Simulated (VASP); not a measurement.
# Ge (P1) in VASP: further runs

Ge is run at these levels: PBEsol; tasks: single point.

Everything below comes from runs of VASP 6.6.1. Logs are shortened: lines on timing, memory, paths and dates and some standing lists are left out, and cuts for length are marked.

### 1 The cell of the first run

The typed cell holds 4 atoms: a = 4.029 Å, b = 3.920 Å, c = 6.377 Å, α = 89.62°, β = 88.96°, γ = 122.63°.

### 2 Single point, PBEsol

File INCAR:

```
SYSTEM = Ge
ALGO = Normal
EDIFF = 1E-7
ENCUT = 520
GGA = PS
ISIF = 2
ISMEAR = 1
LASPH = .True.
LCHARG = .False.
LREAL = .False.
LWAVE = .False.
NBANDS = 36
NELM = 60
PREC = Accurate
SIGMA = 0.1
```

File KPOINTS:

```
k-points
0
Gamma
  5 5 3
  0 0 0
```

File POSCAR:

```
Ge
1.0
    4.0280500000     -0.0588600000      0.0361800000
   -2.0650000000      3.3314100000      0.0136100000
    0.0597300000      0.0604300000      6.3765300000
Ge
4
Direct
    0.6811509898      0.3293787527      0.0906228989
    0.3538500000      0.6855800000      0.5613900000
    0.7000900000      0.3410400000      0.4434100000
    0.3506700000      0.7050200000      0.9347100000
```

Potentials or basis: VASP PAW PBE potentials, release 64 (Ge_d).

The run is started by

```console
$ cat potpaw_PBE.64/Ge_d/POTCAR > POTCAR
$ mpirun -np 1 vasp_std > vasp.out
```

OUTCAR:

```text
SYSTEM = Ge
   EDIFF = 1E-7
   ENCUT = 520
   GGA = PS
   ISIF = 2
   ISMEAR = 1
   LASPH = .True.
   LREAL = .False.
   NELM = 60
   PREC = Accurate

 ion  position               nearest neighbor table
   1  0.681  0.329  0.091-   3 2.25   4 2.31   4 2.46   4 2.66
   2  0.354  0.686  0.561-   3 2.28   3 2.36   4 2.38   3 2.52
   3  0.700  0.341  0.443-   1 2.25   2 2.28   2 2.36   2 2.52
   4  0.351  0.705  0.935-   1 2.31   2 2.38   1 2.46   1 2.66

  LATTYP: Found a triclinic cell.
 ALAT       =     3.8164941830
 B/A-ratio  =     1.0269970828
 C/A-ratio  =     1.6709303788
 COS(alpha) =     0.0065916324
 COS(beta)  =     0.0259880311
 COS(gamma) =     0.4578682078

  Lattice vectors:

 A1 = (   1.9630500000,   3.2725500000,   0.0497900000)
 A2 = (  -2.0650000000,   3.3314100000,   0.0136100000)
 A3 = (   0.0597300000,   0.0604300000,   6.3765300000)

Analysis of symmetry for initial positions (statically):
=====================================================================
 Subroutine PRICEL returns:
 Original cell was already a primitive cell.

 Routine SETGRP: Setting up the symmetry group for a
 triclinic supercell.

 Subroutine GETGRP returns: Found  1 space group operations
 (whereof  1 operations were pure point group operations)
 out of a pool of  2 trial point group operations.

The static configuration has the point symmetry C_1 .

Analysis of symmetry for dynamics (positions and initial velocities):
=====================================================================
 Subroutine PRICEL returns:
 Original cell was already a primitive cell.

 Routine SETGRP: Setting up the symmetry group for a
 triclinic supercell.

 Subroutine GETGRP returns: Found  1 space group operations
 (whereof  1 operations were pure point group operations)
 out of a pool of  2 trial point group operations.

The dynamic configuration has the point symmetry C_1 .

 Subroutine INISYM returns: Found  1 space group operations
 (whereof  1 operations are pure point group operations),
 and found     1 'primitive' translations

[... 92 lines left out ...]
   ISPIN  =      1    spin polarized calculation?
   LNONCOLLINEAR =      F non collinear calculations
   LSORBIT =      F    spin-orbit coupling
   LASPH  =      T    aspherical Exc in radial PAW
   ENCUT  =  520.0 eV  38.22 Ry    6.18 a.u.   7.49  7.29 11.86*2*pi/ulx,y,z
   NELM   =     60;   NELMIN=  2; NELMDL= -5     # of ELM steps
   EDIFF  = 0.1E-06   stopping-criterion for ELM
   LREAL  =      F    real-space projection
   EDIFFG = 0.1E-05   stopping-criterion for IOM
   NSW    =      0    number of steps for IOM
   IBRION =     -1    ionic relax: 0-MD 1-quasi-New 2-CG
   NFREE  =      0    steps in history (QN), initial steepest desc. (CG)
   ISIF   =      2    stress and relaxation
   ISYM   =      2    0-nonsym 1-usesym 2-fastsym
   POTIM  = 0.5000    time-step for ionic-motion
   TEBEG  =    0.0;   TEEND  =   0.0 temperature during run
   PSTRESS=    0.0 pullay stress
   NELECT =      56.0000    total number of electrons
   NUPDOWN=      -1.0000    fix difference up-down
   EMIN   =  10.00;   EMAX   =-10.00  energy-range for DOS
   EFERMI =   0.00;   METHOD = LEGACY
   ISMEAR =     1;   SIGMA  =   0.10  broadening in eV -4-tet -1-fermi 0-gaus
   EFERMI_NEDOS =   21; number of points for ismear=-14 and -15
   IALGO  =     38    algorithm
   IMIX   =      4    mixing-type and parameters
     AMIX     =   0.40;   BMIX     =  1.00
     AMIX_MAG =   1.60;   BMIX_MAG =  1.00
  volume/ion in A,a.u.               =      21.19       143.03
  Fermi-wavevector in a.u.,A,eV,Ry     =   1.425754  2.694285 27.657585  2.032775
  Thomas-Fermi vector in A             =   2.546105
   LORBIT       =      0    0 simple, 1 ext, 2 COOP (PROOUT), +10 PAW based schemes
   GGA     = PS    functional components
   LHFCALC =     F    Hartree Fock is set to
   AEXX    =    0.0000 exact exchange contribution
   IVDW    =     0    specifies the selected vdW correction
   LEPSILON=     F    determine dielectric tensor
   LRPA    =     F    only Hartree local field effects (RPA)
 non-spin polarized calculation
 Methfessel and Paxton  Order N= 1 SIGMA  =   0.10
  energy-cutoff  :      520.00
  volume of cell :       84.78
 maximum number of plane-waves:      2298
 NGX is ok and might be reduce to    30
   NGX = 15   NGY = 15   NGZ = 23

 number of electron      56.0000001 magnetization

 Free energy of the ion-electron system (eV)
  ---------------------------------------------------
  ext. energy  EPLUGINS =         0.00000000
  ---------------------------------------------------
  free energy    TOTEN  =       -18.90096595 eV

  energy without entropy =      -18.90051014  energy(sigma->0) =      -18.90081401

 E-fermi :   5.5092     XC(G=0): -10.4393

 val. band max:        5.5009480155   @ k =   0.0000   0.0000   0.3333
 cond. band min:       5.7085380744   @ k =  -0.4000   0.0000   0.3333
 fundamental gap:      0.2075900589
 Fermi energy:         5.5092237894

 k-point     1 :       0.0000    0.0000    0.0000
  band No.  band energies     occupation
      1     -19.6150      2.00000
      2     -19.5510      2.00000
      3     -19.5187      2.00000
      4     -19.4849      2.00000
      5     -19.4786      2.00000
      6     -19.4330      2.00000
[... 925 lines left out ...]
     35      12.9285      0.00000
     36      14.1119      0.00000

 [... further k-points ...]

------------------------ aborting loop because EDIFF is reached ----------------------------------------

  FORCE on cell =-STRESS in cart. coord.  units (eV):
  Direction    XX          YY          ZZ          XY          YZ          ZX
  --------------------------------------------------------------------------------------
  -------------------------------------------------------------------------------------
  Total       -0.4878986      6.3515110      6.8087533      1.8863896      0.2535571     -0.0842081
  in kB       -9.2206516    120.0353428    128.6766319     35.6503236      4.7919006     -1.5914241
  external PRESSURE =      79.8304410 kB  Pullay stress =       0.0000000 kB

 VOLUME and BASIS-vectors are now :
 -----------------------------------------------------------------------------
  energy-cutoff  :      520.00
  volume of cell :       84.78
      direct lattice vectors                 reciprocal lattice vectors
     4.028050000 -0.058860000  0.036180000     0.250563137  0.155329082 -0.003819110
    -2.065000000  3.331410000  0.013610000     0.004452959  0.302945300 -0.002912706
     0.059730000  0.060430000  6.376530000    -0.001431183 -0.001527930  0.156852993

 POSITION                                       TOTAL-FORCE (eV/Angst)
 -----------------------------------------------------------------------------------
      2.06896      1.06268      0.60699        -0.549870      1.579839     -2.455077
      0.04313      2.29705      3.60185         0.836235     -1.310500      0.435559
      2.14223      1.12173      2.85739        -0.803043      1.350842      1.183890
      0.01248      2.38455      5.98249         0.516678     -1.620180      0.835628
 -----------------------------------------------------------------------------------
    total drift:                               -0.000687     -0.000501     -0.002433

  FREE ENERGIE OF THE ION-ELECTRON SYSTEM (eV)
  ---------------------------------------------------
  free  energy   TOTEN  =       -18.9009659524 eV

  energy  without entropy=      -18.9005101361  energy(sigma->0) =      -18.90081401
```

OSZICAR:

```text
N       E                     dE             d eps       ncg     rms          rms(c)
DAV:   1     0.487586607860E+03    0.48759E+03   -0.28123E+04  3188   0.438E+03
DAV:   2     0.647544384665E+02   -0.42283E+03   -0.41189E+03  2736   0.793E+02
DAV:   3    -0.147765097727E+02   -0.79531E+02   -0.78514E+02  2948   0.206E+02
DAV:   4    -0.192116573275E+02   -0.44351E+01   -0.44114E+01  3224   0.574E+01
DAV:   5    -0.193006834732E+02   -0.89026E-01   -0.88975E-01  3056   0.884E+00    0.522E+00
DAV:   6    -0.190210749299E+02    0.27961E+00   -0.11477E-01  3908   0.806E+00    0.296E+00
DAV:   7    -0.188972799049E+02    0.12380E+00   -0.23025E-01  2976   0.468E+00    0.263E-01
DAV:   8    -0.189002171365E+02   -0.29372E-02   -0.34709E-02  3132   0.495E+00    0.164E-01
DAV:   9    -0.189006921922E+02   -0.47506E-03   -0.34290E-03  3768   0.243E+00    0.760E-02
DAV:  10    -0.189009528925E+02   -0.26070E-03   -0.12183E-03  3108   0.467E-01    0.194E-02
DAV:  11    -0.189009581905E+02   -0.52979E-05   -0.11759E-04  3504   0.383E-01    0.896E-03
DAV:  12    -0.189009645487E+02   -0.63582E-05   -0.47836E-05  3176   0.189E-01    0.440E-03
DAV:  13    -0.189009655144E+02   -0.96571E-06   -0.83360E-06  4240   0.108E-01    0.172E-03
DAV:  14    -0.189009659095E+02   -0.39510E-06   -0.27697E-06  3864   0.304E-02    0.762E-04
DAV:  15    -0.189009659524E+02   -0.42868E-07   -0.73146E-07  2804   0.130E-02
   1 F= -.18900966E+02 E0= -.18900814E+02  d E =-.455816E-03
```

Wall time 65 s (1 thread of Intel Xeon 6975P-C (Granite Rapids), shared host); peak memory 0.22 GiB.

Results:

* Free energy: -18.9010 eV
* Pressure: 8.0 GPa
* Largest force: 2.971 eV/Å
* Band gap on the k mesh: zero (bands 28 and 29 overlap by 0.33 eV)

Forces in eV/Å, atoms in the order of the input:
```
Ge  -0.550  1.580 -2.455
Ge   0.836 -1.310  0.436
Ge  -0.803  1.351  1.184
Ge   0.517 -1.620  0.836
```

Caveat: the k points lie up to 0.37 Å⁻¹ apart; semilocal functionals underestimate gaps, so a narrow gap can read as zero; the PAW data sets were made with another functional, which shifts forces and pressure a little.

### 3 Single point, PBEsol

This run uses another cell than the first one, of 21.30 Å³/atom.

File INCAR:

```
SYSTEM = Ge
PREC = Accurate
ENCUT = 520
EDIFF = 1E-6
ISMEAR = 1
SIGMA = 0.1
LREAL = .FALSE.
LASPH = .TRUE.
NELM = 100
ALGO = Normal
ISIF = 2
LWAVE = .FALSE.
LCHARG = .TRUE.
GGA = PS
LELF = .TRUE.
LVHAR = .TRUE.
NBANDS = 36
```

File KPOINTS:

```
regular mesh
0
G
  5 5 3
  0 0 0
```

File POSCAR:

```
Ge
1.0
    4.0347522586     -0.0589579370      0.0362401998
   -2.0684359464      3.3369531217      0.0136326456
    0.0598293845      0.0605305493      6.3871398865
Ge
4
Direct
    0.6851600000      0.3294500000      0.0906000000
    0.3538500000      0.6855800000      0.5613900000
    0.7000900000      0.3410400000      0.4434100000
    0.3506700000      0.7050200000      0.9347100000
```

Potentials or basis: VASP PAW PBE potentials, release 64 (Ge_d).

The run is started by

```console
$ cat potpaw_PBE.64/Ge_d/POTCAR > POTCAR
$ mpirun -np 1 vasp_std > vasp.out
```

OUTCAR:

```text
SYSTEM = Ge
   PREC = Accurate
   ENCUT = 520
   EDIFF = 1E-6
   ISMEAR = 1
   LREAL = .FALSE.
   LASPH = .TRUE.
   NELM = 100
   ISIF = 2
   GGA = PS

 ion  position               nearest neighbor table
   1  0.685  0.329  0.091-   3 2.26   4 2.31   4 2.45   4 2.68
   2  0.354  0.686  0.561-   3 2.28   3 2.37   4 2.39   3 2.52
   3  0.700  0.341  0.443-   1 2.26   2 2.28   2 2.37   2 2.52
   4  0.351  0.705  0.935-   1 2.31   2 2.39   1 2.45   1 2.68

  LATTYP: Found a triclinic cell.
 ALAT       =     3.8228444346
 B/A-ratio  =     1.0269970828
 C/A-ratio  =     1.6709303788
 COS(alpha) =     0.0065916324
 COS(beta)  =     0.0259880311
 COS(gamma) =     0.4578682078

  Lattice vectors:

 A1 = (   1.9663163122,   3.2779951847,   0.0498728454)
 A2 = (  -2.0684359464,   3.3369531217,   0.0136326456)
 A3 = (   0.0598293845,   0.0605305493,   6.3871398865)

Analysis of symmetry for initial positions (statically):
=====================================================================
 Subroutine PRICEL returns:
 Original cell was already a primitive cell.

[... 173 lines left out ...]

 E-fermi :   5.4689     XC(G=0): -10.4151

 val. band max:        5.4677040503   @ k =   0.0000  -0.0000   0.3333
 cond. band min:       5.6683599573   @ k =  -0.4000   0.0000   0.3333
 fundamental gap:      0.2006559070
 Fermi energy:         5.4689213038

 k-point     1 :       0.0000    0.0000    0.0000
  band No.  band energies     occupation
      1     -19.6532      2.00000
      2     -19.5918      2.00000
      3     -19.5579      2.00000
      4     -19.5250      2.00000
      5     -19.5185      2.00000
      6     -19.4750      2.00000
[... 925 lines left out ...]
     35      12.8643      0.00000
     36      14.0323      0.00000

 [... further k-points ...]

------------------------ aborting loop because EDIFF is reached ----------------------------------------

  FORCE on cell =-STRESS in cart. coord.  units (eV):
  Direction    XX          YY          ZZ          XY          YZ          ZX
  --------------------------------------------------------------------------------------
  -------------------------------------------------------------------------------------
  Total       -0.6067057      6.0689714      6.5523135      1.9296203      0.2111303     -0.1523783
  in kB      -11.4089080    114.1250837    123.2141799     36.2858984      3.9702381     -2.8654261
  external PRESSURE =      75.3101185 kB  Pullay stress =       0.0000000 kB

 VOLUME and BASIS-vectors are now :
 -----------------------------------------------------------------------------
  energy-cutoff  :      520.00
  volume of cell :       85.20
      direct lattice vectors                 reciprocal lattice vectors
     4.034752259 -0.058957937  0.036240200     0.250146919  0.155071060 -0.003812766
    -2.068435946  3.336953122  0.013632646     0.004445562  0.302442068 -0.002907868
     0.059829384  0.060530549  6.387139886    -0.001428805 -0.001525392  0.156592440

 POSITION                                       TOTAL-FORCE (eV/Angst)
 -----------------------------------------------------------------------------------
      2.08843      1.06445      0.60800        -0.612037      1.519457     -2.411867
      0.04321      2.30087      3.60785         0.822112     -1.296045      0.425910
      2.14580      1.12360      2.86214        -0.798892      1.336026      1.177121
      0.01250      2.38852      5.99244         0.588817     -1.559438      0.808836
 -----------------------------------------------------------------------------------
    total drift:                               -0.000922     -0.000382     -0.002741

  FREE ENERGIE OF THE ION-ELECTRON SYSTEM (eV)
  ---------------------------------------------------
  free  energy   TOTEN  =       -18.9123304141 eV

  energy  without entropy=      -18.9121353154  energy(sigma->0) =      -18.91226538
```

OSZICAR:

```text
N       E                     dE             d eps       ncg     rms          rms(c)
DAV:   1     0.492535683911E+03    0.49254E+03   -0.28107E+04  3212   0.439E+03
DAV:   2     0.663343816303E+02   -0.42620E+03   -0.41492E+03  2736   0.806E+02
DAV:   3    -0.147402838950E+02   -0.81075E+02   -0.80004E+02  2960   0.208E+02
DAV:   4    -0.192188783093E+02   -0.44786E+01   -0.44647E+01  3196   0.583E+01
DAV:   5    -0.193070208930E+02   -0.88143E-01   -0.88108E-01  3076   0.896E+00    0.519E+00
DAV:   6    -0.190304485683E+02    0.27657E+00   -0.11396E-01  4000   0.805E+00    0.294E+00
DAV:   7    -0.189088103325E+02    0.12164E+00   -0.22650E-01  2992   0.461E+00    0.264E-01
DAV:   8    -0.189115954072E+02   -0.27851E-02   -0.32542E-02  3424   0.434E+00    0.169E-01
DAV:   9    -0.189120736886E+02   -0.47828E-03   -0.30728E-03  3640   0.212E+00    0.723E-02
DAV:  10    -0.189123189455E+02   -0.24526E-03   -0.10968E-03  2964   0.543E-01    0.185E-02
DAV:  11    -0.189123246469E+02   -0.57014E-05   -0.12795E-04  3360   0.345E-01    0.961E-03
DAV:  12    -0.189123295324E+02   -0.48855E-05   -0.25033E-05  3644   0.145E-01    0.418E-03
DAV:  13    -0.189123304141E+02   -0.88174E-06   -0.44261E-06  2860   0.375E-02
   1 F= -.18912330E+02 E0= -.18912265E+02  d E =-.195099E-03
```

stdout:

```text
POSCAR found type information on POSCAR Ge
 POSCAR found :  1 types and       4 ions
 scaLAPACK will be used
 -----------------------------------------------------------------------------
|                                                                             |
|                                                                             |
|     You enforced a specific xc type in the INCAR file but a different       |
|     I HOPE YOU KNOW WHAT YOU ARE DOING!                                     |
|                                                                             |
 -----------------------------------------------------------------------------

 LDA part: xc-table for (Slater+PW92), standard interpolation
 POSCAR, INCAR and KPOINTS ok, starting setup
 FFT: planning ... GRIDC
 FFT: planning ... GRID_SOFT
 FFT: planning ... GRID
 WAVECAR not read
 entering main loop
```

Wall time 50 s (1 thread of Intel Xeon 6975P-C (Granite Rapids), shared host); peak memory 0.23 GiB.

What came out:

```
Free energy            : -18.9123 eV
Pressure               : 7.5 GPa
Largest force          : 2.916 eV/Å
Band gap on the k mesh : zero (bands 28 and 29 overlap by 0.30 eV)
```

Forces in eV/Å, atoms in the order of the input:
```
Ge  -0.612  1.519 -2.412
Ge   0.822 -1.296  0.426
Ge  -0.799  1.336  1.177
Ge   0.589 -1.559  0.809
```

Stress tensor (GPa, compression positive):
```
-1.14  3.63 -0.29
 3.63 11.41  0.40
-0.29  0.40 12.32
```

Levels at points of the mesh, in eV from the Fermi level:
```tsv
k point	band 24	band 25	band 26	band 27	band 28	band 29	band 30	band 31	band 32	band 33
(0.00, 0.00, 0.00)	-1.88	-1.49	-0.53	-0.12	0.23	0.67	0.88	1.53	2.81	3.22
```

Caveat: the k points lie up to 0.37 Å⁻¹ apart; semilocal functionals underestimate gaps, so a narrow gap can read as zero; the PAW data sets were made with another functional, which shifts forces and pressure a little.
